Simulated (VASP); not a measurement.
# AlNi (l.f) (Pm-3m) in VASP: a series of runs

Runs on AlNi (l.f). Level: LDA. Tasks: single point, relaxation of cell and atoms.

All numbers are computed with VASP 6.6.1; they aren't measurements. Logs are shortened: lines on timing, memory, paths and dates and some standing lists are left out, and cuts for length are marked.

### 1 The cell of the first run

It takes space group Pm-3m (No. 221, cubic). Conventional cell: a = 2.860 Å, b = 2.860 Å, c = 2.860 Å, α = 90.00°, β = 90.00°, γ = 90.00°. Within 3.3 Å of Ni (site symmetry m-3m) lie 8 Al at 2.48 Å and 6 Ni at 2.86 Å. Within 3.3 Å of Al (site symmetry m-3m) lie 8 Ni at 2.48 Å and 6 Al at 2.86 Å.

### 2 Single point, LDA

Contents of INCAR:

```
PREC = Accurate
ENCUT = 600
EDIFF = 1E-6
ISMEAR = 0
SIGMA = 0.1
LREAL = False
LASPH = True
NELM = 120
ALGO = Normal
ISIF = 2
LWAVE = False
LCHARG = False
GGA = CA
NBANDS = 14
GGA_COMPAT = False
```

Contents of KPOINTS:

```
Automatic mesh
0
Gamma
  6 6 6
```

Contents of POSCAR:

```
AlNi
1.0
    2.8600000000      0.0000000000      0.0000000000
    0.0000000000      2.8600000000      0.0000000000
    0.0000000000      0.0000000000      2.8600000000
Ni Al
1 1
Direct
    0.0000000000      0.0000000000      0.0000000000
    0.5000000000      0.5000000000      0.5000000000
```

Potentials or basis: VASP PAW LDA potentials, release 64 (Ni, Al).

On the command line:

```
$ cat potpaw_LDA.64/Ni/POTCAR potpaw_LDA.64/Al/POTCAR > POTCAR
$ mpirun -np 1 vasp_std > vasp.out
```

OUTCAR:

```text
PREC = Accurate
   ENCUT = 600
   EDIFF = 1E-6
   ISMEAR = 0
   LREAL = False
   LASPH = True
   NELM = 120
   ISIF = 2
   GGA = CA

 ion  position               nearest neighbor table
   1  0.000  0.000  0.000-   2 2.48   2 2.48   2 2.48   2 2.48   2 2.48   2 2.48   2 2.48   2 2.48

   2  0.500  0.500  0.500-   1 2.48   1 2.48   1 2.48   1 2.48   1 2.48   1 2.48   1 2.48   1 2.48

  LATTYP: Found a simple cubic cell.
 ALAT       =     2.8600000000

  Lattice vectors:

 A1 = (   2.8600000000,   0.0000000000,   0.0000000000)
 A2 = (   0.0000000000,   2.8600000000,   0.0000000000)
 A3 = (   0.0000000000,   0.0000000000,   2.8600000000)

Analysis of symmetry for initial positions (statically):
=====================================================================
 Subroutine PRICEL returns:
 Original cell was already a primitive cell.

 Routine SETGRP: Setting up the symmetry group for a
 simple cubic supercell.

 Subroutine GETGRP returns: Found 48 space group operations
[... 9 lines left out ...]

 Routine SETGRP: Setting up the symmetry group for a
 simple cubic supercell.

 Subroutine GETGRP returns: Found 48 space group operations
[... 11 lines left out ...]
                                     Primitive cell

  volume of cell :      23.3937

  direct lattice vectors                    reciprocal lattice vectors
     2.860000000  0.000000000  0.000000000     0.349650350  0.000000000  0.000000000
     0.000000000  2.860000000  0.000000000     0.000000000  0.349650350  0.000000000
     0.000000000  0.000000000  2.860000000     0.000000000  0.000000000  0.349650350

  length of vectors
     2.860000000  2.860000000  2.860000000     0.349650350  0.349650350  0.349650350

  position of ions in fractional coordinates (direct lattice)
     0.000000000  0.000000000  0.000000000
     0.500000000  0.500000000  0.500000000

  ion indices of the primitive-cell ions
   primitive index   ion index
                 1           1
                 2           2

----------------------------------------------------------------------------------------

 KPOINTS: Automatic mesh

Automatic generation of k-mesh.
 Grid dimensions read from file:
 generate k-points for:    6    6    6

 Generating k-lattice:

  Cartesian coordinates                     Fractional coordinates (reciprocal lattice)
     0.058275058  0.000000000  0.000000000     0.166666667  0.000000000  0.000000000
     0.000000000  0.058275058  0.000000000     0.000000000  0.166666667  0.000000000
     0.000000000  0.000000000  0.058275058     0.000000000  0.000000000  0.166666667

  Length of vectors
     0.058275058  0.058275058  0.058275058

  Shift w.r.t. Gamma in fractional coordinates (k-lattice)
     0.000000000  0.000000000  0.000000000

 Subroutine IBZKPT returns following result:
 ===========================================

 Found     20 irreducible k-points:

 Following reciprocal coordinates:
            Coordinates               Weight
  0.000000  0.000000  0.000000      1.000000
  0.166667  0.000000  0.000000      6.000000
  0.333333  0.000000  0.000000      6.000000
  0.500000  0.000000  0.000000      3.000000
  0.166667  0.166667  0.000000     12.000000
  0.333333  0.166667  0.000000     24.000000
[... 12 lines left out ...]
  0.500000  0.500000  0.333333      6.000000
  0.500000  0.500000  0.500000      1.000000
   k-points           NKPTS =     20   k-points in BZ     NKDIM =     20   number of bands    NBANDS=     14
   number of dos      NEDOS =    301   number of ions     NIONS =      2
   total plane-waves  NPLWV =  13824
   dimension x,y,z NGX =    24 NGY =   24 NGZ =   24
   dimension x,y,z NGXF=    48 NGYF=   48 NGZF=   48
   ions per type =               1   1
   NGX,Y,Z   is equivalent  to a cutoff of  13.95, 13.95, 13.95 a.u.
   NGXF,Y,Z  is equivalent  to a cutoff of  27.90, 27.90, 27.90 a.u.
 SYSTEM =  unknown system
   PREC   = accura    normal or accurate (medium, high low for compatibility)
   ISTART =      0    job   : 0-new  1-cont  2-samecut
   ICHARG =      2    charge: 1-file 2-atom 10-const
   ISPIN  =      1    spin polarized calculation?
   LNONCOLLINEAR =      F non collinear calculations
   LSORBIT =      F    spin-orbit coupling
   LASPH  =      T    aspherical Exc in radial PAW
   ENCUT  =  600.0 eV  44.10 Ry    6.64 a.u.   5.71  5.71  5.71*2*pi/ulx,y,z
   NELM   =    120;   NELMIN=  2; NELMDL= -5     # of ELM steps
   EDIFF  = 0.1E-05   stopping-criterion for ELM
   LREAL  =      F    real-space projection
   EDIFFG = 0.1E-04   stopping-criterion for IOM
   NSW    =      0    number of steps for IOM
   IBRION =     -1    ionic relax: 0-MD 1-quasi-New 2-CG
   NFREE  =      0    steps in history (QN), initial steepest desc. (CG)
   ISIF   =      2    stress and relaxation
   ISYM   =      2    0-nonsym 1-usesym 2-fastsym
   POTIM  = 0.5000    time-step for ionic-motion
   TEBEG  =    0.0;   TEEND  =   0.0 temperature during run
   PSTRESS=    0.0 pullay stress
   NELECT =      13.0000    total number of electrons
   NUPDOWN=      -1.0000    fix difference up-down
   EMIN   =  10.00;   EMAX   =-10.00  energy-range for DOS
   EFERMI =   0.00;   METHOD = LEGACY
   ISMEAR =     0;   SIGMA  =   0.10  broadening in eV -4-tet -1-fermi 0-gaus
   EFERMI_NEDOS =   21; number of points for ismear=-14 and -15
   IALGO  =     38    algorithm
   IMIX   =      4    mixing-type and parameters
     AMIX     =   0.40;   BMIX     =  1.00
     AMIX_MAG =   1.60;   BMIX_MAG =  1.00
  volume/ion in A,a.u.               =      11.70        78.93
  Fermi-wavevector in a.u.,A,eV,Ry     =   1.345932  2.543443 24.647417  1.811534
  Thomas-Fermi vector in A             =   2.473805
   LORBIT       =      0    0 simple, 1 ext, 2 COOP (PROOUT), +10 PAW based schemes
   GGA     = CA    functional components
   LHFCALC =     F    Hartree Fock is set to
   AEXX    =    0.0000 exact exchange contribution
   IVDW    =     0    specifies the selected vdW correction
   LEPSILON=     F    determine dielectric tensor
   LRPA    =     F    only Hartree local field effects (RPA)
 non-spin polarized calculation
 Gauss-broadening in eV      SIGMA  =   0.10
  energy-cutoff  :      600.00
  volume of cell :       23.39
 maximum number of plane-waves:       804
 NGX is ok and might be reduce to    24
   NGX = 11   NGY = 11   NGZ = 11

 number of electron      13.0000010 magnetization

 Free energy of the ion-electron system (eV)
  ---------------------------------------------------
  ext. energy  EPLUGINS =         0.00000000
  ---------------------------------------------------
  free energy    TOTEN  =       -12.15977001 eV

  energy without entropy =      -12.15256994  energy(sigma->0) =      -12.15616997

 E-fermi :  10.0855     XC(G=0): -12.4083

 val. band max:       10.0719850960   @ k =   0.3333   0.1667   0.0000
 cond. band min:      10.3828398556   @ k =   0.3333   0.1667   0.1667
 fundamental gap:      0.3108547596
 Fermi energy:        10.0855030348

 k-point     1 :       0.0000    0.0000    0.0000
  band No.  band energies     occupation
      1      -1.2004      2.00000
      2       6.6730      2.00000
      3       6.6730      2.00000
      4       8.4105      2.00000
      5       8.4105      2.00000
      6       8.4105      2.00000
      7      15.6055      0.00000
      8      15.6055      0.00000
      9      15.6055      0.00000
     10      18.3333      0.00000
     11      18.3333      0.00000
     12      23.9963      0.00000
     13      31.1051      0.00000
     14      31.1051      0.00000

 k-point     2 :       0.1667    0.0000    0.0000
  band No.  band energies     occupation
      1      -0.6841      2.00000
      2       6.5969      2.00000
      3       6.7876      2.00000
      4       8.2068      2.00000
      5       8.2068      2.00000
      6       8.4334      2.00000
      7      12.4964      0.00000
      8      16.2670      0.00000
      9      16.2670      0.00000
     10      18.3550      0.00000
     11      20.8400      0.00000
     12      25.8987      0.00000
     13      27.7290      0.00000
     14      27.7290      0.00000

 k-point     3 :       0.3333    0.0000    0.0000
  band No.  band energies     occupation
      1       0.8191      2.00000
      2       5.5859      2.00000
      3       7.0282      2.00000
      4       7.8485      2.00000
      5       7.8485      2.00000
      6       8.4795      2.00000
      7       9.8713      1.99755
      8      18.0131      0.00000
      9      18.0131      0.00000
     10      18.4083      0.00000
     11      22.7914      0.00000
     12      23.8821      0.00000
     13      23.8821      0.00000
     14      26.9428      0.00000
[... 256 lines left out ...]
 k-point    19 :       0.5000    0.5000    0.3333
  band No.  band energies     occupation
      1       5.4783      2.00000
      2       6.0019      2.00000
      3       6.0019      2.00000
      4       8.2305      2.00000
      5       8.9766      2.00000
      6      10.5945      0.00000
      7      10.5945      0.00000
      8      11.8108      0.00000
      9      13.1085      0.00000
     10      16.4619      0.00000
     11      16.7972      0.00000
     12      16.7972      0.00000
     13      19.7893      0.00000
     14      34.4315      0.00000

 k-point    20 :       0.5000    0.5000    0.5000
  band No.  band energies     occupation
      1       5.8218      2.00000
      2       5.8218      2.00000
      3       5.8218      2.00000
      4       8.9844      2.00000
      5       8.9844      2.00000
      6      12.0556      0.00000
      7      12.0556      0.00000
      8      12.0556      0.00000
      9      13.8409      0.00000
     10      14.6223      0.00000
     11      14.6223      0.00000
     12      14.6223      0.00000
     13      17.8188      0.00000
     14      37.4610      0.00000

------------------------ aborting loop because EDIFF is reached ----------------------------------------

  FORCE on cell =-STRESS in cart. coord.  units (eV):
  Direction    XX          YY          ZZ          XY          YZ          ZX
  --------------------------------------------------------------------------------------
  -------------------------------------------------------------------------------------
  Total       -0.6474294     -0.6474294     -0.6474294     -0.0000000      0.0000000     -0.0000000
  in kB      -44.3409374    -44.3409374    -44.3409374     -0.0000000      0.0000000     -0.0000000
  external PRESSURE =     -44.3409374 kB  Pullay stress =       0.0000000 kB

 VOLUME and BASIS-vectors are now :
 -----------------------------------------------------------------------------
  energy-cutoff  :      600.00
  volume of cell :       23.39
      direct lattice vectors                 reciprocal lattice vectors
     2.860000000  0.000000000  0.000000000     0.349650350  0.000000000  0.000000000
     0.000000000  2.860000000  0.000000000     0.000000000  0.349650350  0.000000000
     0.000000000  0.000000000  2.860000000     0.000000000  0.000000000  0.349650350

 POSITION                                       TOTAL-FORCE (eV/Angst)
 -----------------------------------------------------------------------------------
      0.00000      0.00000      0.00000         0.000000      0.000000      0.000000
      1.43000      1.43000      1.43000         0.000000      0.000000      0.000000
 -----------------------------------------------------------------------------------
    total drift:                                0.000000      0.000000      0.000000

  FREE ENERGIE OF THE ION-ELECTRON SYSTEM (eV)
  ---------------------------------------------------
  free  energy   TOTEN  =       -12.1597700076 eV

  energy  without entropy=      -12.1525699356  energy(sigma->0) =      -12.15616997
```

Run time: 2.2 s. Hardware: 1 thread of Intel Xeon 6975P-C (Granite Rapids), shared host; peak memory 0.12 GiB.

Results:

```
Free energy : -12.1598 eV
Pressure    : -4.4 GPa
```

Levels at points of the mesh, in eV from the Fermi level:
| k point | band 3 | band 4 | band 5 | band 6 | band 7 | band 8 | band 9 | band 10 | band 11 | band 12 |
| --- | --- | --- | --- | --- | --- | --- | --- | --- | --- | --- |
| (0.00, 0.00, 0.00) | -3.41 | -1.68 | -1.68 | -1.68 | 5.52 | 5.52 | 5.52 | 8.25 | 8.25 | 13.91 |
| (0.50, 0.00, 0.00) | -2.93 | -2.40 | -2.40 | -1.58 | -0.74 | 8.36 | 10.05 | 10.05 | 11.00 | 11.00 |
| (0.50, 0.50, 0.00) | -2.93 | -2.93 | -2.22 | -2.22 | -1.13 | 1.44 | 2.53 | 12.34 | 15.27 | 15.27 |
| (0.50, 0.50, 0.50) | -4.26 | -1.10 | -1.10 | 1.97 | 1.97 | 1.97 | 3.76 | 4.54 | 4.54 | 4.54 |

Caveat: the k points lie up to 0.37 Å⁻¹ apart. Spin polarisation is off, so any magnetic state and its effect on volume and gap are missing.

### 3 Single point, LDA

This run uses another cell than the first one, of 11.36 Å³/atom, 0.971 times its volume.

Contents of INCAR:

```
SYSTEM = AlNi
  ALGO = Normal
  EDIFF = 1E-6
  ENCUT = 600
  GGA_COMPAT = .FALSE.
  ISIF = 2
  ISMEAR = 0
  LASPH = .TRUE.
  LCHARG = .FALSE.
  LREAL = .FALSE.
  LWAVE = .FALSE.
  NBANDS = 14
  NELM = 120
  PREC = Accurate
  SIGMA = 0.1
```

Contents of KPOINTS:

```
k-points
0
G
  14 14 14
  0 0 0
```

Contents of POSCAR:

```
AlNi
1.0
    2.8323626160      0.0000000000      0.0000000000
    0.0000000000      2.8323626160      0.0000000000
    0.0000000000      0.0000000000      2.8323626160
Ni Al
1 1
Direct
    0.0000000000      0.0000000000      0.0000000000
    0.5000000000      0.5000000000      0.5000000000
```

Potentials or basis: VASP PAW LDA potentials, release 64 (Ni, Al).

On the command line:

```
$ cat potpaw_LDA.64/Ni/POTCAR potpaw_LDA.64/Al/POTCAR > POTCAR
$ mpirun -np 1 vasp_std > vasp.out
```

OUTCAR:

```text
SYSTEM = AlNi
   EDIFF = 1E-6
   ENCUT = 600
   ISIF = 2
   ISMEAR = 0
   LASPH = .TRUE.
   LREAL = .FALSE.
   NELM = 120
   PREC = Accurate

 ion  position               nearest neighbor table
   1  0.000  0.000  0.000-   2 2.45   2 2.45   2 2.45   2 2.45   2 2.45   2 2.45   2 2.45   2 2.45

   2  0.500  0.500  0.500-   1 2.45   1 2.45   1 2.45   1 2.45   1 2.45   1 2.45   1 2.45   1 2.45

  LATTYP: Found a simple cubic cell.
 ALAT       =     2.8323626160

  Lattice vectors:

 A1 = (   2.8323626160,   0.0000000000,   0.0000000000)
 A2 = (   0.0000000000,   2.8323626160,   0.0000000000)
 A3 = (   0.0000000000,   0.0000000000,   2.8323626160)
[... 587 lines left out ...]
     12      24.6868      0.00000
     13      27.0438      0.00000
     14      28.5691      0.00000

 [... further k-points ...]
[... 5 lines left out ...]
  --------------------------------------------------------------------------------------
  -------------------------------------------------------------------------------------
  Total        0.0547029      0.0547029      0.0547029      0.0000000      0.0000000     -0.0000000
  in kB        3.8572188      3.8572188      3.8572188      0.0000000      0.0000000     -0.0000000
  external PRESSURE =       3.8572188 kB  Pullay stress =       0.0000000 kB

 VOLUME and BASIS-vectors are now :
 -----------------------------------------------------------------------------
  energy-cutoff  :      600.00
  volume of cell :       22.72
      direct lattice vectors                 reciprocal lattice vectors
     2.832362616  0.000000000  0.000000000     0.353062138  0.000000000  0.000000000
     0.000000000  2.832362616  0.000000000     0.000000000  0.353062138  0.000000000
     0.000000000  0.000000000  2.832362616     0.000000000  0.000000000  0.353062138

 POSITION                                       TOTAL-FORCE (eV/Angst)
 -----------------------------------------------------------------------------------
      0.00000      0.00000      0.00000         0.000000      0.000000      0.000000
      1.41618      1.41618      1.41618         0.000000      0.000000      0.000000
 -----------------------------------------------------------------------------------
    total drift:                               -0.000000      0.000000      0.000000

  FREE ENERGIE OF THE ION-ELECTRON SYSTEM (eV)
  ---------------------------------------------------
  free  energy   TOTEN  =       -12.1968846715 eV

  energy  without entropy=      -12.1919972337  energy(sigma->0) =      -12.19444095
```

stdout:

```text
POSCAR found type information on POSCAR NiAl
 POSCAR found :  2 types and       2 ions
 scaLAPACK will be used
 LDA part: xc-table for (Slater(with rela. corr.)+CA(PZ))
 , standard interpolation
 POSCAR, INCAR and KPOINTS ok, starting setup
 FFT: planning ... GRIDC
 FFT: planning ... GRID_SOFT
 FFT: planning ... GRID
 WAVECAR not read
 entering main loop
```

Wall time 9.2 s (1 thread of Intel Xeon 6975P-C (Granite Rapids), shared host); peak memory 0.16 GiB.

Results:

```
Free energy : -12.1969 eV
Pressure    : 0.4 GPa
```

Levels at points of the mesh, in eV from the Fermi level:
```tsv
k point	band 5	band 6	band 7	band 8	band 9	band 10
(0.00, 0.00, 0.00)	-1.65	-1.65	5.72	5.72	5.72	8.42
(0.50, 0.00, 0.00)	-2.40	-1.55	-0.67	8.45	10.26	10.26
(0.50, 0.50, 0.00)	-2.22	-2.22	-1.08	1.58	2.75	12.73
(0.50, 0.50, 0.50)	-1.04	2.02	2.02	2.02	4.09	4.75
```

Spin polarisation is off, so any magnetic state and its effect on volume and gap are missing.

### 4 Relaxation of cell and atoms, LDA

Contents of INCAR:

```
ALGO = Normal
EDIFF = 1E-7
EDIFFG = -0.002
ENCUT = 600
GGA_COMPAT = F
IBRION = 2
ISIF = 3
ISMEAR = 0
LASPH = T
LCHARG = F
LREAL = F
LWAVE = F
NELM = 120
NELMIN = 4
NSW = 100
PREC = Accurate
SIGMA = 0.1
```

Contents of KPOINTS:

```
k-points
0
Gamma
  14 14 14
```

Contents of POSCAR:

```
AlNi
1.0
    2.8600000000      0.0000000000      0.0000000000
    0.0000000000      2.8600000000      0.0000000000
    0.0000000000      0.0000000000      2.8600000000
Ni Al
1 1
Direct
    0.0000000000      0.0000000000      0.0000000000
    0.5000000000      0.5000000000      0.5000000000
```

On the command line:

```
$ cat potpaw_LDA.64/Ni/POTCAR potpaw_LDA.64/Al/POTCAR > POTCAR
$ mpirun -np 1 vasp_std > vasp.out
```

Wall time 25 s (1 thread of Intel Xeon 6975P-C (Granite Rapids), shared host); peak memory 0.16 GiB.

It converged, with:

```
Free energy                            : -12.1972 eV
Relaxed volume                         : 11.38 Å³/atom
Relaxed cell                           : a = 2.834 Å, b = 2.834 Å, c = 2.834 Å, α = 90.00°, β = 90.00°, γ = 90.00°
Space group after relaxing (to 0.05 Å) : Pm-3m (No. 221)
Energy gained by relaxing              : 4.8 meV/atom
Ionic steps                            : 6
Pressure after relaxing                : 0.0 GPa
```

Step by step:
| step | energy change (eV) | largest force (eV/Å) | pressure (GPa) | volume (Å³) |
| --- | --- | --- | --- | --- |
| 1 | 0.0000 | 0.0000 | -4.80 | 23.39 |
| 2 | -0.0021 | 0.0000 | 4.62 | 22.23 |
| 3 | -0.0096 | 0.0000 | -0.04 | 22.77 |
| 4 | -0.0096 | 0.0000 | 0.07 | 22.75 |
| 5 | -0.0096 | 0.0000 | -0.04 | 22.77 |
| 6 | -0.0096 | 0.0000 | 0.00 | 22.76 |

Final structure:
```xyz
2
Lattice="2.8341 0.0000 0.0000 0.0000 2.8341 0.0000 0.0000 0.0000 2.8341" Properties=species:S:1:pos:R:3 pbc="T T T"
Ni    0.0000    0.0000    0.0000
Al    1.4170    1.4170    1.4170
```

Levels at points of the mesh, in eV from the Fermi level:
```tsv
k point	band 3	band 4	band 5	band 6	band 7	band 8	band 9	band 10
(0.00, 0.00, 0.00)	-3.46	-1.64	-1.64	-1.64	5.71	5.71	5.71	8.41
(0.50, 0.00, 0.00)	-2.96	-2.39	-2.39	-1.54	-0.67	8.45	10.25	10.25
(0.50, 0.50, 0.00)	-2.94	-2.94	-2.22	-2.22	-1.07	1.58	2.74	12.71
(0.50, 0.50, 0.50)	-4.32	-1.04	-1.04	2.02	2.02	2.02	4.07	4.74
```

### 5 Summary

| task | cell | k mesh | gap on the mesh (eV) | pressure (GPa) |
| --- | --- | --- | --- | --- |
| single point | a = 2.860 Å, 2 atoms | 6 × 6 × 6 | none | -4.4 |
| single point | a = 2.832 Å, 2 atoms | 14 × 14 × 14 | none | 0.4 |
| relaxation of cell and atoms | relaxed from a = 2.860 Å, 2 atoms | 14 × 14 × 14 | none | 0.0 |

Alike in all rows: level LDA; potentials or basis VASP PAW LDA potentials, release 64 (Ni, Al); no spin polarisation; cutoff (eV) 600; smearing gaussian 0.1 eV.

Caveats: some runs use coarse meshes.

Total energies depend on the potentials used, so only differences within one code and one set of settings carry meaning.
